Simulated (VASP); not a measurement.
A run of VASP 6.6.1 is set up as follows.

POSCAR

```
SiGe
1.0
    3.7092287337      0.0000000000      0.0000000000
   -1.8546143668      3.2122863118      0.0000000000
    0.0000000000      0.0000000000      6.7733221500
Si Ge
2 2
Direct
    0.6666666667      0.3333333333      0.8746070000
    0.3333333333      0.6666666667      0.3746070000
    0.6666666667      0.3333333333      0.5003920000
    0.3333333333      0.6666666667      0.0003920000
```

INCAR.step1

```
SYSTEM = SiGe
PREC = Accurate ; ENCUT = 520
ISMEAR = 0 ; SIGMA = 0.05
LREAL = .FALSE. ; LASPH = .TRUE.
NELM = 80 ; NBANDS = 26
GGA = PE ; ALGO = Normal
EDIFF = 1E-4 ; LWAVE = .TRUE.
LCHARG = .FALSE.
```

File INCAR.step2:

```
SYSTEM = SiGe
PREC = Accurate ; ENCUT = 520
EDIFF = 1E-6 ; ISMEAR = 0
SIGMA = 0.05 ; LREAL = .FALSE.
LASPH = .TRUE. ; NELM = 80
ALGO = Normal ; ISIF = 2
LWAVE = .FALSE. ; LCHARG = .TRUE.
METAGGA = R2SCAN ; LMIXTAU = .TRUE.
LELF = .TRUE. ; LVHAR = .TRUE.
NBANDS = 26 ; ISTART = 1
```

KPOINTS

```
regular mesh
0
G
  12 12 4
  0 0 0
```

Potentials or basis: VASP PAW PBE potentials, release 64 (Si, Ge_d).

Launch:

```bash
$ cat potpaw_PBE.64/Si/POTCAR potpaw_PBE.64/Ge_d/POTCAR > POTCAR
$ cp INCAR.step1 INCAR
$ mpirun -np 1 vasp_std > vasp.out
$ cp INCAR.step2 INCAR
$ mpirun -np 1 vasp_std > vasp.out
```

Q: What does it give for the largest force?

A: 0.947 eV/Å.

Q: Estimate the pressure.

A: 6.5 GPa.

Q: Estimate the band gap on the k mesh.

A: 0.43 eV.

Forces on the atoms (eV/Å):
```
Si   0.000  0.000 -0.947
Si   0.000  0.000 -0.947
Ge   0.000  0.000  0.947
Ge   0.000  0.000  0.947
```

Caveat: the cell differs from its parent crystal (strain -0.050 along x and y, +0.050 along z); the cell stands under pressure; the PAW data sets were made with another functional, which shifts forces and pressure a little. A k mesh can miss the band edges.
